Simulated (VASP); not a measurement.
# Si (Fm-3m) in VASP: a series of runs

The runs below take Si through single point, with PBE.

Everything below comes from runs of VASP 6.6.1. Logs are shortened: lines on timing, memory, paths and dates and some standing lists are left out, and cuts for length are marked.

## 1. The cell of the first run

Symmetry: Fm-3m, No. 225, cubic system. Conventional cell: a = 3.384 Å, b = 3.384 Å, c = 3.384 Å, α = 90.00°, β = 90.00°, γ = 90.00°. Si (site symmetry m-3m) has 12 Si at 2.39 Å within 3.2 Å.

## 2. Single point, PBE

INCAR

```
PREC     = Accurate       # precision mode
ENCUT    = 500            # plane-wave cutoff, eV
EDIFF    = 1E-6           # SCF threshold, eV
ISMEAR   = -1             # smearing method
SIGMA    = 0.1            # smearing width, eV
LREAL    = F              # projectors in reciprocal space
LASPH    = T              # aspherical terms in the spheres
NELM     = 120            # most SCF steps
ALGO     = Normal         # electronic algorithm
ISIF     = 2              # what is computed and relaxed
LWAVE    = F              # write WAVECAR
LCHARG   = F              # write CHGCAR
GGA      = PE             # functional
NBANDS   = 8              # bands
GGA_COMPAT= F
```

KPOINTS

```
regular mesh
0
Gamma
  15 15 15
```

POSCAR

```
Si
1.0
    0.0000000000      1.6919762044      1.6919762044
    1.6919762044      0.0000000000      1.6919762044
    1.6919762044      1.6919762044      0.0000000000
Si
1
Direct
    0.0000000000      0.0000000000      0.0000000000
```

Potentials or basis: VASP PAW PBE potentials, release 64 (Si).

Command:

```
> cat potpaw_PBE.64/Si/POTCAR > POTCAR
> mpirun -np 1 vasp_std > vasp.out
```

OUTCAR:

```text
PREC = Accurate
   ENCUT = 500
   EDIFF = 1E-6
   ISMEAR = -1
   LREAL = F
   LASPH = T
   NELM = 120
   ISIF = 2
   GGA = PE

 ion  position               nearest neighbor table
   1  0.000  0.000  0.000-

  LATTYP: Found a face centered cubic cell.
 ALAT       =     3.3839524088

  Lattice vectors:

 A1 = (   0.0000000000,   1.6919762044,   1.6919762044)
 A2 = (   1.6919762044,   0.0000000000,   1.6919762044)
 A3 = (   1.6919762044,   1.6919762044,   0.0000000000)

Analysis of symmetry for initial positions (statically):
=====================================================================
 Subroutine PRICEL returns:
 Original cell was already a primitive cell.

 Routine SETGRP: Setting up the symmetry group for a
 face centered cubic supercell.

 Subroutine GETGRP returns: Found 48 space group operations
 (whereof 48 operations were pure point group operations)
 out of a pool of 48 trial point group operations.

The static configuration has the point symmetry O_h .

Analysis of symmetry for dynamics (positions and initial velocities):
=====================================================================
 Subroutine PRICEL returns:
 Original cell was already a primitive cell.

 Routine SETGRP: Setting up the symmetry group for a
 face centered cubic supercell.

 Subroutine GETGRP returns: Found 48 space group operations
 (whereof 48 operations were pure point group operations)
 out of a pool of 48 trial point group operations.

The dynamic configuration has the point symmetry O_h .

 Subroutine INISYM returns: Found 48 space group operations
 (whereof 48 operations are pure point group operations),
 and found     1 'primitive' translations

----------------------------------------------------------------------------------------

                                     Primitive cell

  volume of cell :       9.6875

  direct lattice vectors                    reciprocal lattice vectors
     0.000000000  1.691976204  1.691976204    -0.295512430  0.295512430  0.295512430
     1.691976204  0.000000000  1.691976204     0.295512430 -0.295512430  0.295512430
     1.691976204  1.691976204  0.000000000     0.295512430  0.295512430 -0.295512430

  length of vectors
     2.392815695  2.392815695  2.392815695     0.511842543  0.511842543  0.511842543

  position of ions in fractional coordinates (direct lattice)
     0.000000000  0.000000000  0.000000000

  ion indices of the primitive-cell ions
   primitive index   ion index
                 1           1

----------------------------------------------------------------------------------------

 KPOINTS: regular mesh

Automatic generation of k-mesh.
 Grid dimensions read from file:
 generate k-points for:   15   15   15

 Generating k-lattice:

  Cartesian coordinates                     Fractional coordinates (reciprocal lattice)
    -0.019700829  0.019700829  0.019700829     0.066666667  0.000000000  0.000000000
     0.019700829 -0.019700829  0.019700829     0.000000000  0.066666667  0.000000000
     0.019700829  0.019700829 -0.019700829     0.000000000  0.000000000  0.066666667

  Length of vectors
     0.034122836  0.034122836  0.034122836

  Shift w.r.t. Gamma in fractional coordinates (k-lattice)
     0.000000000  0.000000000  0.000000000

 Subroutine IBZKPT returns following result:
 ===========================================

 Found    120 irreducible k-points:

 Following reciprocal coordinates:
            Coordinates               Weight
  0.000000  0.000000  0.000000      1.000000
  0.066667  0.000000  0.000000      8.000000
  0.133333  0.000000  0.000000      8.000000
  0.200000  0.000000  0.000000      8.000000
  0.266667  0.000000  0.000000      8.000000
  0.333333  0.000000  0.000000      8.000000
[... 16 lines left out ...]
  0.133333  0.133333  0.000000      6.000000
  0.200000  0.133333  0.000000     24.000000
 [... further k-points ...]
   k-points           NKPTS =    120   k-points in BZ     NKDIM =    120   number of bands    NBANDS=      8
   number of dos      NEDOS =    301   number of ions     NIONS =      1
   total plane-waves  NPLWV =   5832
   dimension x,y,z NGX =    18 NGY =   18 NGZ =   18
   dimension x,y,z NGXF=    36 NGYF=   36 NGZF=   36
   ions per type =               1
   NGX,Y,Z   is equivalent  to a cutoff of  12.51, 12.51, 12.51 a.u.
   NGXF,Y,Z  is equivalent  to a cutoff of  25.01, 25.01, 25.01 a.u.
 SYSTEM =  unknown system
   PREC   = accura    normal or accurate (medium, high low for compatibility)
   ISTART =      0    job   : 0-new  1-cont  2-samecut
   ICHARG =      2    charge: 1-file 2-atom 10-const
   ISPIN  =      1    spin polarized calculation?
   LNONCOLLINEAR =      F non collinear calculations
   LSORBIT =      F    spin-orbit coupling
   LASPH  =      T    aspherical Exc in radial PAW
   ENCUT  =  500.0 eV  36.75 Ry    6.06 a.u.   4.36  4.36  4.36*2*pi/ulx,y,z
   NELM   =    120;   NELMIN=  2; NELMDL= -5     # of ELM steps
   EDIFF  = 0.1E-05   stopping-criterion for ELM
   LREAL  =      F    real-space projection
   EDIFFG = 0.1E-04   stopping-criterion for IOM
   NSW    =      0    number of steps for IOM
   IBRION =     -1    ionic relax: 0-MD 1-quasi-New 2-CG
   NFREE  =      0    steps in history (QN), initial steepest desc. (CG)
   ISIF   =      2    stress and relaxation
   ISYM   =      2    0-nonsym 1-usesym 2-fastsym
   POTIM  = 0.5000    time-step for ionic-motion
   TEBEG  =    0.0;   TEEND  =   0.0 temperature during run
   PSTRESS=    0.0 pullay stress
   NELECT =       4.0000    total number of electrons
   NUPDOWN=      -1.0000    fix difference up-down
   EMIN   =  10.00;   EMAX   =-10.00  energy-range for DOS
   EFERMI =   0.00;   METHOD = LEGACY
   ISMEAR =    -1;   SIGMA  =   0.10  broadening in eV -4-tet -1-fermi 0-gaus
   EFERMI_NEDOS =   21; number of points for ismear=-14 and -15
   IALGO  =     38    algorithm
   IMIX   =      4    mixing-type and parameters
     AMIX     =   0.40;   BMIX     =  1.00
     AMIX_MAG =   1.60;   BMIX_MAG =  1.00
  volume/ion in A,a.u.               =       9.69        65.37
  Fermi-wavevector in a.u.,A,eV,Ry     =   1.219057  2.303683 20.219608  1.486099
  Thomas-Fermi vector in A             =   2.354322
   LORBIT       =      0    0 simple, 1 ext, 2 COOP (PROOUT), +10 PAW based schemes
   GGA     = PE    functional components
   LHFCALC =     F    Hartree Fock is set to
   AEXX    =    0.0000 exact exchange contribution
   IVDW    =     0    specifies the selected vdW correction
   LEPSILON=     F    determine dielectric tensor
   LRPA    =     F    only Hartree local field effects (RPA)
 non-spin polarized calculation
  energy-cutoff  :      500.00
  volume of cell :        9.69
 maximum number of plane-waves:       262
 NGX is ok and might be reduce to    18
   NGX =  9   NGY =  9   NGZ =  9

 number of electron       4.0000000 magnetization

 Free energy of the ion-electron system (eV)
  ---------------------------------------------------
  ext. energy  EPLUGINS =         0.00000000
  ---------------------------------------------------
  free energy    TOTEN  =        -4.06804348 eV

  energy without entropy =       -4.05426337  energy(sigma->0) =       -4.06115343

 E-fermi :  16.4139     XC(G=0): -12.8937

 val. band max:       16.3454188762   @ k =   0.4667   0.3333   0.1333
 cond. band min:      16.4154111697   @ k =   0.4667   0.3333   0.0000
 fundamental gap:      0.0699922934
 Fermi energy:        16.4139274221

 k-point     1 :       0.0000    0.0000    0.0000
  band No.  band energies     occupation
      1      -2.3166      2.00000
      2      30.0051      0.00000
      3      30.0051      0.00000
      4      30.0051      0.00000
      5      33.2986      0.00000
      6      33.2986      0.00000
      7      33.2986      0.00000
      8      36.3293      0.00000

 k-point     2 :       0.0667    0.0000    0.0000
  band No.  band energies     occupation
      1      -2.1479      2.00000
      2      27.6641      0.00000
      3      29.6427      0.00000
      4      29.6427      0.00000
      5      33.9230      0.00000
      6      33.9230      0.00000
      7      33.9866      0.00000
      8      37.9330      0.00000

 k-point     3 :       0.1333    0.0000    0.0000
  band No.  band energies     occupation
      1      -1.6427      2.00000
      2      24.0634      0.00000
      3      28.9914      0.00000
      4      28.9914      0.00000
      5      33.9765      0.00000
      6      35.2504      0.00000
      7      35.2504      0.00000
      8      36.9444      0.00000

 k-point     4 :       0.2000    0.0000    0.0000
  band No.  band energies     occupation
      1      -0.8045      2.00000
      2      20.4602      0.00000
      3      28.4365      0.00000
      4      28.4365      0.00000
      5      33.7282      0.00000
      6      34.7120      0.00000
      7      34.7120      0.00000
      8      37.5492      0.00000

 k-point     5 :       0.2667    0.0000    0.0000
  band No.  band energies     occupation
      1       0.3611      2.00000
      2      17.0280      0.00430
      3      28.0883      0.00000
      4      28.0883      0.00000
      5      33.0592      0.00000
      6      33.0592      0.00000
      7      33.5526      0.00000
      8      39.4010      0.00000
[... 177 lines left out ...]
 k-point    22 :      -0.0667    0.0667    0.0000
  band No.  band energies     occupation
      1      -1.8670      2.00000
      2      26.0781      0.00000
      3      27.3904      0.00000
      4      30.4477      0.00000
      5      33.5808      0.00000
      6      34.6083      0.00000
      7      35.3680      0.00000
      8      36.6089      0.00000

 k-point    23 :       0.1333    0.1333    0.0000
  band No.  band energies     occupation
      1      -1.4188      2.00000
      2      26.4578      0.00000
      3      26.5390      0.00000
      4      26.5390      0.00000
      5      31.6941      0.00000
      6      32.6878      0.00000
      7      38.0055      0.00000
      8      38.0055      0.00000

 k-point    24 :       0.2000    0.1333    0.0000
  band No.  band energies     occupation
      1      -0.8046      2.00000
      2      23.1590      0.00000
      3      25.6933      0.00000
      4      27.1712      0.00000
      5      30.4054      0.00000
      6      31.8565      0.00000
      7      38.6988      0.00000
      8      39.1153      0.00000

 [... further k-points ...]

------------------------ aborting loop because EDIFF is reached ----------------------------------------

  FORCE on cell =-STRESS in cart. coord.  units (eV):
  Direction    XX          YY          ZZ          XY          YZ          ZX
  --------------------------------------------------------------------------------------
  -------------------------------------------------------------------------------------
  Total        4.7932755      4.7932755      4.7932755     -0.0000000      0.0000000      0.0000000
  in kB      792.7389990    792.7389990    792.7389990     -0.0000000      0.0000000      0.0000000
  external PRESSURE =     792.7389990 kB  Pullay stress =       0.0000000 kB

 VOLUME and BASIS-vectors are now :
 -----------------------------------------------------------------------------
  energy-cutoff  :      500.00
  volume of cell :        9.69
      direct lattice vectors                 reciprocal lattice vectors
     0.000000000  1.691976204  1.691976204    -0.295512430  0.295512430  0.295512430
     1.691976204  0.000000000  1.691976204     0.295512430 -0.295512430  0.295512430
     1.691976204  1.691976204  0.000000000     0.295512430  0.295512430 -0.295512430

 POSITION                                       TOTAL-FORCE (eV/Angst)
 -----------------------------------------------------------------------------------
      0.00000      0.00000      0.00000         0.000000      0.000000      0.000000
 -----------------------------------------------------------------------------------
    total drift:                               -0.000000      0.000000      0.000000

  FREE ENERGIE OF THE ION-ELECTRON SYSTEM (eV)
  ---------------------------------------------------
  free  energy   TOTEN  =        -4.0680434800 eV

  energy  without entropy=       -4.0542633726  energy(sigma->0) =       -4.06115343
```

Run time: 3.4 s. Hardware: 1 thread of Intel Xeon 6975P-C (Granite Rapids), shared host; peak memory 0.11 GiB.

What came out:

- Free energy: -4.0680 eV
- Pressure: 79.3 GPa
- Band gap on the k mesh: zero (band 2 reaches 30.01 eV, above the bottom of band 3 at 13.29 eV)

## 3. Single point, PBE

This run uses another cell than the first one, of 10.06 Å³/atom, 1.038 times its volume.

INCAR

```
ALGO = Normal ; EDIFF = 1E-6
ENCUT = 500 ; GGA = PE
GGA_COMPAT = F ; ISIF = 2
ISMEAR = -1 ; LASPH = T
LCHARG = T ; LELF = T
LREAL = F ; LVHAR = T
LWAVE = F ; NBANDS = 8
NELM = 120 ; PREC = Accurate
SIGMA = 0.1
```

KPOINTS

```
k-points
0
Gamma
  15 15 15
```

POSCAR

```
Si
1.0
    0.0000000000      1.7133958986      1.7133958986
    1.7133958986      0.0000000000      1.7133958986
    1.7133958986      1.7133958986      0.0000000000
Si
1
Direct
    0.0000000000      0.0000000000      0.0000000000
```

Potentials or basis: VASP PAW PBE potentials, release 64 (Si).

Command:

```
> cat potpaw_PBE.64/Si/POTCAR > POTCAR
> mpirun -np 1 vasp_std > vasp.out
```

Run time: 3.5 s. Hardware: 1 thread of Intel Xeon 6975P-C (Granite Rapids), shared host; peak memory 0.11 GiB.

The run converged. Its results:

```
Free energy            : -4.2370 eV
Pressure               : 66.2 GPa
Band gap on the k mesh : zero (band 2 reaches 29.17 eV, above the bottom of band 3 at 12.64 eV)
```

Levels at points of the mesh, in eV from the Fermi level:
```csv
k point,band 1,band 2,band 3,band 4,band 5,band 6
"(0.00, 0.00, 0.00)",-18.29,13.42,13.42,13.42,16.26,16.26
```
